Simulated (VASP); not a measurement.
Crystal: Tl.

```
Tl
1.0
     3.43800    0.00000    0.00000
    -1.71900    2.97740    0.00000
     0.00000    0.00000    5.47800
Tl
2
Direct
  0.33333 0.66667 0.25000
  0.66667 0.33333 0.75000
```

```yaml
Program: VASP 6.6.1
Task: relaxation of cell and atoms
Functional: LDA
Potentials_or_basis: VASP PAW LDA potentials, release 64 (Tl_d)
Cutoff: 600 eV
k_mesh: 11 × 11 × 6
Occupations: fermi-dirac, width 0.1 eV
Spin: no spin polarisation
```

At the start: pressure -1.0 GPa; volume 28.04 Å³/atom.

Q: How do energy, volume and symmetry change on relaxing?

A: Over 6 steps the energy falls by 2.1 meV/atom and the volume is 27.35 Å³/atom (-2.4 %); space group P6_3/mmc (No. 194, to 0.1 Å) before and after.

The path:
```
step  energy change (eV)  largest force (eV/Å)  pressure (GPa)  volume (Å³)
   1              0.0000                0.0000           -0.97        56.07
   2             -0.0041                0.0000            0.02        54.71
   3             -0.0041                0.0000            0.00        54.74
   4             -0.0042                0.0000            0.01        54.73
   5             -0.0042                0.0000            0.01        54.72
   6             -0.0042                0.0000            0.01        54.71
```

Final structure:
```
CELL_PARAMETERS angstrom
3.40386 0.00000 0.00000
-1.70193 2.94783 0.00000
0.00000 0.00000 5.45219
ATOMIC_POSITIONS crystal
Tl 0.33333 0.66667 0.25000
Tl 0.66667 0.33333 0.75000
```
